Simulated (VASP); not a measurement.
The system is CaO.

```
Ca O
1.0
     2.40650    2.40650    0.00000
    -2.40650    2.40650    0.00000
     0.00000    2.40650    2.40650
Ca O
1 1
Direct
  0.00000 0.00000 0.00000
  0.50000 0.50000 0.00000
```

* Program: VASP 6.6.1
* Task: relaxation of cell and atoms
* Functional: PBEsol
* Potentials or basis: VASP PAW PBE potentials, release 64 (Ca_sv, O)
* Cutoff: 600 eV
* k mesh: 12 × 12 × 12
* Occupations: fermi-dirac, width 0.05 eV
* Spin: no spin polarisation

At the start: pressure -2.6 GPa; volume 13.94 Å³/atom.

Task: Where does the relaxation end?

Result: Over 3 steps the energy falls by 2.8 meV/atom and the volume is 13.61 Å³/atom (-2.4 %); space group Fm-3m (No. 225, to 0.05 Å).

The path:
```csv
step,energy change (eV),largest force (eV/Å),pressure (GPa),volume (Å³)
1,0.0000,0.0000,-2.61,27.87
2,-0.0047,0.0000,1.07,26.97
3,-0.0055,0.0000,0.00,27.21
```

Final structure:
```
CELL_PARAMETERS angstrom
2.38733 2.38733 0.00000
-2.38733 2.38733 0.00000
0.00000 2.38733 2.38733
ATOMIC_POSITIONS crystal
Ca 0.00000 0.00000 0.00000
O 0.50000 0.50000 0.00000
```

Caveat: the PAW data sets were made with another functional, which shifts forces and pressure a little.
